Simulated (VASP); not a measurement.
# Hf2H3 (P6/mmm) in VASP: notebook

Hf2H3 is run at these levels: PBE; tasks: single point, relaxation of cell and atoms.

Program: VASP 6.6.1. These are calculated values, not measurements. Logs are shortened: lines on timing, memory, paths and dates and some standing lists are left out, and cuts for length are marked.

### 1 The cell of the first run

It takes space group P6/mmm (No. 191, hexagonal). Conventional cell: a = 3.167 Å, b = 3.167 Å, c = 6.570 Å, α = 90.00°, β = 90.00°, γ = 120.00°. Hf (site symmetry 6mm) has 7 H at 1.78 to 2.37 Å within 2.4 Å. H (site symmetry -6m2) has 3 H at 1.83 Å and 6 Hf at 2.37 Å within 2.4 Å. H (site symmetry 6/mmm) has 2 Hf at 1.78 Å within 2.4 Å.

### 2 Single point, PBE

File INCAR:

```
PREC = Accurate
ENCUT = 520
EDIFF = 1E-6
ISMEAR = 0
SIGMA = 0.1
LREAL = False
LASPH = True
NELM = 80
ALGO = Normal
ISIF = 2
LWAVE = False
LCHARG = False
GGA = PE
NBANDS = 20
```

File KPOINTS:

```
Automatic mesh
0
Gamma
  6 6 4
```

File POSCAR:

```
Hf2H3
1.0
    3.1669690472     -0.0000000026      0.0000000000
   -1.5834845213      2.7426756492      0.0000000000
    0.0000000000      0.0000000000      6.5704083291
Hf H
2 3
Direct
    0.0000000000      0.0000000000      0.2288669911
    0.0000000000      0.0000000000      0.7711330089
    0.3333333333      0.6666666667      0.0000000000
    0.6666666667      0.3333333333      0.0000000000
    0.0000000000      0.0000000000      0.5000000000
```

Potentials or basis: VASP PAW PBE potentials, release 64 (Hf_pv, H).

Started as:

```sh
> cat potpaw_PBE.64/Hf_pv/POTCAR potpaw_PBE.64/H/POTCAR > POTCAR
> mpirun -np 1 vasp_std > vasp.out
```

OUTCAR:

```text
PREC = Accurate
   ENCUT = 520
   EDIFF = 1E-6
   ISMEAR = 0
   LREAL = False
   LASPH = True
   NELM = 80
   ISIF = 2
   GGA = PE

 ion  position               nearest neighbor table
   1  0.000  0.000  0.229-   5 1.78   4 2.37   3 2.37   3 2.37   4 2.37   4 2.37   3 2.37   2 3.01
                             2 3.56
   2  0.000  0.000  0.771-   5 1.78   4 2.37   3 2.37   3 2.37   4 2.37   4 2.37   3 2.37   1 3.01
                             1 3.56
   3  0.333  0.667  0.000-   1 2.37   2 2.37   1 2.37   2 2.37   1 2.37   2 2.37
   4  0.667  0.333  0.000-   1 2.37   2 2.37   1 2.37   2 2.37   1 2.37   2 2.37
   5  0.000  0.000  0.500-   1 1.78   2 1.78

  LATTYP: Found a hexagonal cell.
 ALAT       =     3.1669690472
 C/A-ratio  =     2.0746676810

  Lattice vectors:

 A1 = (   3.1669690472,  -0.0000000026,   0.0000000000)
 A2 = (  -1.5834845213,   2.7426756492,   0.0000000000)
 A3 = (   0.0000000000,   0.0000000000,   6.5704083291)

Analysis of symmetry for initial positions (statically):
=====================================================================
 Subroutine PRICEL returns:
 Original cell was already a primitive cell.

 Routine SETGRP: Setting up the symmetry group for a
 hexagonal supercell.

 Subroutine GETGRP returns: Found 24 space group operations
 (whereof 24 operations were pure point group operations)
 out of a pool of 24 trial point group operations.

The static configuration has the point symmetry D_6h.

Analysis of symmetry for dynamics (positions and initial velocities):
=====================================================================
 Subroutine PRICEL returns:
 Original cell was already a primitive cell.

 Routine SETGRP: Setting up the symmetry group for a
 hexagonal supercell.

 Subroutine GETGRP returns: Found 24 space group operations
 (whereof 24 operations were pure point group operations)
 out of a pool of 24 trial point group operations.

The dynamic configuration has the point symmetry D_6h.

 Subroutine INISYM returns: Found 24 space group operations
 (whereof 24 operations are pure point group operations),
 and found     1 'primitive' translations

----------------------------------------------------------------------------------------

                                     Primitive cell

  volume of cell :      57.0704

  direct lattice vectors                    reciprocal lattice vectors
     3.166969047 -0.000000003  0.000000000     0.315759322  0.182303729  0.000000000
    -1.583484521  2.742675649  0.000000000     0.000000000  0.364607459  0.000000000
     0.000000000  0.000000000  6.570408329     0.000000000  0.000000000  0.152197542

  length of vectors
     3.166969047  3.166969047  6.570408329     0.364607459  0.364607459  0.152197542

  position of ions in fractional coordinates (direct lattice)
     0.000000000  0.000000000  0.228866991
     0.000000000  0.000000000  0.771133009
     0.333333333  0.666666667  0.000000000
     0.666666667  0.333333333  0.000000000
     0.000000000  0.000000000  0.500000000

  ion indices of the primitive-cell ions
   primitive index   ion index
                 1           1
                 2           2
                 3           3
                 4           4
                 5           5

----------------------------------------------------------------------------------------

 KPOINTS: Automatic mesh

Automatic generation of k-mesh.
 Grid dimensions read from file:
 generate k-points for:    6    6    4

 Generating k-lattice:

  Cartesian coordinates                     Fractional coordinates (reciprocal lattice)
     0.052626554  0.030383955  0.000000000     0.166666667  0.000000000  0.000000000
     0.000000000  0.060767910  0.000000000     0.000000000  0.166666667  0.000000000
     0.000000000  0.000000000  0.038049386     0.000000000  0.000000000  0.250000000

  Length of vectors
     0.060767910  0.060767910  0.038049386

  Shift w.r.t. Gamma in fractional coordinates (k-lattice)
     0.000000000  0.000000000  0.000000000

 Subroutine IBZKPT returns following result:
 ===========================================

 Found     21 irreducible k-points:

 Following reciprocal coordinates:
            Coordinates               Weight
  0.000000  0.000000  0.000000      1.000000
  0.166667  0.000000  0.000000      6.000000
  0.333333 -0.000000  0.000000      6.000000
  0.500000 -0.000000  0.000000      3.000000
  0.166667  0.166667  0.000000      6.000000
  0.333333  0.166667  0.000000     12.000000
[... 13 lines left out ...]
  0.333333  0.166667  0.500000     12.000000
  0.333333  0.333333  0.500000      2.000000
   k-points           NKPTS =     21   k-points in BZ     NKDIM =     21   number of bands    NBANDS=     20
   number of dos      NEDOS =    301   number of ions     NIONS =      5
   total plane-waves  NPLWV =  28800
   dimension x,y,z NGX =    24 NGY =   24 NGZ =   50
   dimension x,y,z NGXF=    48 NGYF=   48 NGZF=  100
[... 95 lines left out ...]
      1     -27.1162      2.00000
      2     -26.9778      2.00000
      3     -26.9160      2.00000
      4     -26.6408      2.00000
      5     -26.6119      2.00000
      6     -26.5698      2.00000
[... 12 lines left out ...]
     19       8.7067      0.00000
     20       9.6705      0.00000

 k-point     4 :       0.5000   -0.0000    0.0000
  band No.  band energies     occupation
      1     -27.1306      2.00000
      2     -27.0839      2.00000
      3     -27.0597      2.00000
      4     -26.6481      2.00000
      5     -26.6217      2.00000
      6     -26.6048      2.00000
[... 12 lines left out ...]
     19       9.9723      0.00000
     20      10.2053      0.00000

 k-point     5 :       0.1667    0.1667    0.0000
  band No.  band energies     occupation
      1     -27.1309      2.00000
      2     -26.8712      2.00000
      3     -26.8144      2.00000
      4     -26.6504      2.00000
      5     -26.6255      2.00000
      6     -26.5822      2.00000
[... 12 lines left out ...]
     19       8.6891      0.00000
     20       9.6226      0.00000

 k-point     6 :       0.3333    0.1667    0.0000
  band No.  band energies     occupation
      1     -27.0862      2.00000
      2     -27.0495      2.00000
      3     -26.9852      2.00000
      4     -26.7328      2.00000
      5     -26.6846      2.00000
      6     -26.6217      2.00000
[... 12 lines left out ...]
     19       9.6436      0.00000
     20      11.0454      0.00000

 k-point     7 :       0.3333    0.3333    0.0000
  band No.  band energies     occupation
      1     -27.0688      2.00000
      2     -26.9418      2.00000
      3     -26.9418      2.00000
      4     -26.8821      2.00000
      5     -26.8821      2.00000
      6     -26.6121      2.00000
[... 12 lines left out ...]
     19       9.4507      0.00000
     20       9.4507      0.00000
[... 208 lines left out ...]
 k-point    17 :       0.3333   -0.0000    0.5000
  band No.  band energies     occupation
      1     -27.0181      2.00000
      2     -26.9643      2.00000
      3     -26.9232      2.00000
      4     -26.7530      2.00000
      5     -26.6070      2.00000
      6     -26.5748      2.00000
[... 12 lines left out ...]
     19       8.5208      0.00000
     20      11.4314      0.00000

 k-point    18 :       0.5000   -0.0000    0.5000
  band No.  band energies     occupation
      1     -27.1227      2.00000
      2     -27.0677      2.00000
      3     -26.9810      2.00000
      4     -26.7319      2.00000
      5     -26.6430      2.00000
      6     -26.6099      2.00000
[... 12 lines left out ...]
     19      10.1721      0.00000
     20      11.7865      0.00000

 k-point    19 :       0.1667    0.1667    0.5000
  band No.  band energies     occupation
      1     -27.0274      2.00000
      2     -26.8629      2.00000
      3     -26.8209      2.00000
      4     -26.7635      2.00000
      5     -26.6205      2.00000
      6     -26.5872      2.00000
[... 12 lines left out ...]
     19       8.8764      0.00000
     20      10.5175      0.00000

 k-point    20 :       0.3333    0.1667    0.5000
  band No.  band energies     occupation
      1     -27.0460      2.00000
      2     -26.9927      2.00000
      3     -26.9795      2.00000
      4     -26.7319      2.00000
      5     -26.7272      2.00000
      6     -26.6902      2.00000
[... 12 lines left out ...]
     19      10.6841      0.00000
     20      11.0520      0.00000

 k-point    21 :       0.3333    0.3333    0.5000
  band No.  band energies     occupation
      1     -26.9667      2.00000
      2     -26.9351      2.00000
      3     -26.9351      2.00000
      4     -26.8889      2.00000
      5     -26.8889      2.00000
      6     -26.7214      2.00000
[... 12 lines left out ...]
     19      10.3476      0.00000
     20      10.3476      0.00000

------------------------ aborting loop because EDIFF is reached ----------------------------------------

  FORCE on cell =-STRESS in cart. coord.  units (eV):
  Direction    XX          YY          ZZ          XY          YZ          ZX
  --------------------------------------------------------------------------------------
  -------------------------------------------------------------------------------------
  Total       -0.2262733     -0.2262733     -0.2174224     -0.0000000      0.0000000     -0.0000000
  in kB       -6.3523329     -6.3523329     -6.1038549     -0.0000000      0.0000000     -0.0000000
  external PRESSURE =      -6.2695069 kB  Pullay stress =       0.0000000 kB

 VOLUME and BASIS-vectors are now :
 -----------------------------------------------------------------------------
  energy-cutoff  :      520.00
  volume of cell :       57.07
      direct lattice vectors                 reciprocal lattice vectors
     3.166969047 -0.000000003  0.000000000     0.315759322  0.182303729  0.000000000
    -1.583484521  2.742675649  0.000000000     0.000000000  0.364607459  0.000000000
     0.000000000  0.000000000  6.570408329     0.000000000  0.000000000  0.152197542

 POSITION                                       TOTAL-FORCE (eV/Angst)
 -----------------------------------------------------------------------------------
      0.00000      0.00000      1.50375         0.000000      0.000000     -0.005072
      0.00000      0.00000      5.06666        -0.000000     -0.000000      0.005072
      0.00000      1.82845      0.00000         0.000000     -0.000000     -0.000000
      1.58348      0.91423      0.00000        -0.000000      0.000000      0.000000
      0.00000      0.00000      3.28520        -0.000000     -0.000000     -0.000000
 -----------------------------------------------------------------------------------
    total drift:                                0.000000      0.000000      0.000000

  FREE ENERGIE OF THE ION-ELECTRON SYSTEM (eV)
  ---------------------------------------------------
  free  energy   TOTEN  =       -28.5571996420 eV

  energy  without entropy=      -28.5410294553  energy(sigma->0) =      -28.54911455
```

Wall time 13 s (1 thread of Intel Xeon Platinum 8559C (Emerald Rapids), shared host); peak memory 0.17 GiB.

What came out:

- Free energy: -28.5572 eV
- Pressure: -0.6 GPa
- Largest force: 0.005 eV/Å

Forces in eV/Å, atoms in the order of the input:
```
Hf   0.000  0.000 -0.005
Hf   0.000  0.000  0.005
H    0.000  0.000  0.000
H    0.000  0.000  0.000
H    0.000  0.000  0.000
```

Levels at points of the mesh, in eV from the Fermi level:
| k point | band 8 | band 9 | band 10 | band 11 | band 12 | band 13 | band 14 | band 15 |
| --- | --- | --- | --- | --- | --- | --- | --- | --- |
| (0.00, 0.00, 0.00) | -5.75 | -4.55 | -2.69 | 0.88 | 0.88 | 1.56 | 1.56 | 2.00 |
| (0.50, 0.00, 0.00) | -6.37 | -4.28 | -2.13 | -0.66 | 0.09 | 1.14 | 1.28 | 3.05 |
| (0.00, 0.00, 0.50) | -6.66 | -3.80 | -2.31 | 0.96 | 0.96 | 1.46 | 1.46 | 2.00 |
| (0.50, 0.00, 0.50) | -5.81 | -4.48 | -2.19 | -0.99 | -0.63 | 1.53 | 2.03 | 2.49 |

Caveat: the k points lie up to 0.38 Å⁻¹ apart; spin-orbit coupling is left out, which moves the levels of the heavy elements.

### 3 Single point, PBE

This run uses another cell than the first one, of 14.09 Å³/atom, 1.234 times its volume.

File INCAR:

```
ALGO     = Normal         # electronic algorithm
EDIFF    = 1E-7           # SCF threshold, eV
ENCUT    = 520            # plane-wave cutoff, eV
GGA      = PE             # functional
ISIF     = 2              # what is computed and relaxed
ISMEAR   = 0              # smearing method
LASPH    = T              # aspherical terms in the spheres
LCHARG   = T              # write CHGCAR
LELF     = T              # ELF
LREAL    = F              # projectors in reciprocal space
LVHAR    = T            
LWAVE    = F              # write WAVECAR
NBANDS   = 20             # bands
NELM     = 60             # most SCF steps
PREC     = Accurate       # precision mode
SIGMA    = 0.1            # smearing width, eV
```

File KPOINTS:

```
k-points
0
Gamma
  6 6 4
```

File POSCAR:

```
Hf2H3
1.0
    3.4666411700      0.0000000000      0.0000000000
   -1.7333205800      3.0021993200      0.0000000000
    0.0000000000      0.0000000000      6.7681162800
Hf H
2 3
Direct
    0.0000000000      0.0000000000      0.2294663400
    0.0000000000      0.0000000000      0.7705336600
    0.3333333300      0.6666666700      0.0000000000
    0.6666666700      0.3333333300      0.0000000000
    0.0000000000      0.0000000000      0.5000000000
```

Potentials or basis: VASP PAW PBE potentials, release 64 (Hf_pv, H).

Started as:

```sh
> cat potpaw_PBE.64/Hf_pv/POTCAR potpaw_PBE.64/H/POTCAR > POTCAR
> mpirun -np 1 vasp_std > vasp.out
```

It took 19 s on 1 thread of Intel Xeon Platinum 8559C (Emerald Rapids), shared host; peak memory 0.19 GiB.

The run converged. Its results:

```
Free energy   : -27.7953 eV
Pressure      : -13.5 GPa
Largest force : 0.497 eV/Å
```

Forces in eV/Å, atoms in the order of the input:
```
Hf   0.000  0.000 -0.497
Hf   0.000  0.000  0.497
H    0.000  0.000  0.000
H    0.000  0.000  0.000
H    0.000  0.000  0.000
```

Stress tensor (GPa, compression positive):
```
-15.92   0.00   0.00
  0.00 -15.92   0.00
  0.00   0.00  -8.73
```

Levels at points of the mesh, in eV from the Fermi level:
```
           k point  band 8  band 9  band 10  band 11  band 12  band 13  band 14  band 15
(0.00, 0.00, 0.00)   -5.45   -3.94    -2.17     0.60     0.60     1.20     1.22     1.22
(0.50, 0.00, 0.00)   -5.88   -4.14    -1.58    -0.76     0.16     0.67     1.52     2.14
(0.00, 0.00, 0.50)   -6.21   -3.36    -1.73     0.68     0.68     1.11     1.11     1.20
(0.50, 0.00, 0.50)   -5.10   -4.65    -1.70    -0.76    -0.60     1.04     1.57     1.92
```

Caveat: spin-orbit coupling is left out, which moves the levels of the heavy elements.

### 4 Relaxation of cell and atoms, PBE

This run uses another cell than the first one, of 14.09 Å³/atom, 1.234 times its volume.

File INCAR:

```
SYSTEM = Hf2H3
PREC = Accurate ; ENCUT = 600
EDIFF = 1E-7 ; ISMEAR = 0
SIGMA = 0.1 ; LREAL = .FALSE.
LASPH = .TRUE. ; NELM = 100
ALGO = Normal ; ISIF = 3
LWAVE = .FALSE. ; LCHARG = .FALSE.
GGA = PE ; IBRION = 2
NSW = 90 ; EDIFFG = -0.04
```

File KPOINTS:

```
regular mesh
0
G
  6 6 4
  0 0 0
```

POSCAR is that of step 3.

Started as:

```sh
> cat potpaw_PBE.64/Hf_pv/POTCAR potpaw_PBE.64/H/POTCAR > POTCAR
> mpirun -np 1 vasp_std > vasp.out
```

It took 73 s on 1 thread of Intel Xeon Platinum 8559C (Emerald Rapids), shared host; peak memory 0.22 GiB.

Results (log left out):

| Property | Result |
| --- | --- |
| Free energy | -28.5610 eV |
| Relaxed volume | 11.31 Å³/atom |
| Relaxed cell | a = 3.156 Å, b = 3.156 Å, c = 6.557 Å, α = 90.00°, β = 90.00°, γ = 120.00° |
| Space group after relaxing (to 0.05 Å) | P6/mmm (No. 191) |
| Energy gained by relaxing | 152.9 meV/atom |
| Ionic steps | 6 |
| Pressure after relaxing | 0.3 GPa |
| Largest force after relaxing | 0.031 eV/Å |

Forces on the atoms (eV/Å):
```
Hf   0.000  0.000  0.031
Hf   0.000  0.000 -0.031
H    0.000  0.000  0.000
H    0.000  0.000  0.000
H    0.000  0.000  0.000
```

Stress tensor (GPa, compression positive):
```
0.40 0.00 0.00
0.00 0.40 0.00
0.00 0.00 0.21
```

The path:
```tsv
step	energy change (eV)	largest force (eV/Å)	pressure (GPa)	volume (Å³)
1	0.0000	0.4973	-13.47	70.44
2	-0.7183	0.2166	-3.14	59.02
3	-0.7437	0.3810	0.07	57.03
4	-0.7438	0.4032	0.51	56.78
5	-0.7637	0.0799	0.37	56.61
6	-0.7643	0.0308	0.34	56.57
```

Final structure:
```yaml
crystal:
  lattice:
    - [3.15633, 0.00000, 0.00000]
    - [-1.57817, 2.73346, 0.00000]
    - [0.00000, 0.00000, 6.55707]
  atoms:
    - { symbol: Hf, position: [0.00000, 0.00000, 0.22875] }
    - { symbol: Hf, position: [0.00000, 0.00000, 0.77125] }
    - { symbol: H, position: [0.33333, 0.66667, 0.00000] }
    - { symbol: H, position: [0.66667, 0.33333, 0.00000] }
    - { symbol: H, position: [0.00000, 0.00000, 0.50000] }
```

Levels at points of the mesh, in eV from the Fermi level:
| k point | band 7 | band 8 | band 9 | band 10 | band 11 | band 12 | band 13 | band 14 | band 15 |
| --- | --- | --- | --- | --- | --- | --- | --- | --- | --- |
| (0.00, 0.00, 0.00) | -10.71 | -5.76 | -4.57 | -2.70 | 0.89 | 0.89 | 1.57 | 1.57 | 2.03 |
| (0.50, 0.00, 0.00) | -7.58 | -6.40 | -4.29 | -2.15 | -0.66 | 0.10 | 1.16 | 1.28 | 3.10 |
| (0.00, 0.00, 0.50) | -10.45 | -6.67 | -3.82 | -2.33 | 0.97 | 0.97 | 1.47 | 1.47 | 2.03 |
| (0.50, 0.00, 0.50) | -7.55 | -5.84 | -4.47 | -2.21 | -1.00 | -0.63 | 1.54 | 2.05 | 2.53 |

Caveat: the volume moved by over 15 % at a fixed basis, so the end points are rough; spin-orbit coupling is left out, which moves the levels of the heavy elements.

### 5 Overview

```csv
task,cell,cutoff (eV),gap on the mesh (eV),pressure (GPa),largest force (eV/Å)
single point,"a = 3.167, b = 3.167, c = 6.570 Å, angles 90.0, 90.0, 120.0°, 5 atoms",520,none,-0.6,0.01
single point,"a = 3.467, b = 3.467, c = 6.768 Å, angles 90.0, 90.0, 120.0°, 5 atoms",520,none,-13.5,0.50
relaxation of cell and atoms,"relaxed from a = 3.467, b = 3.467, c = 6.768 Å, angles 90.0, 90.0, 120.0°, 5 atoms",600,none,0.3,0.03
```

Alike in all rows: level PBE; potentials or basis VASP PAW PBE potentials, release 64 (Hf_pv, H); no spin polarisation; k mesh 6 × 6 × 4; smearing gaussian 0.1 eV.

Caveats: some runs use coarse meshes; spin-orbit coupling is left out, which moves the levels of the heavy elements; the volume moved by over 15 % at a fixed basis, so the end points are rough (some runs).

Absolute energies hang on the potentials; compare differences alone.
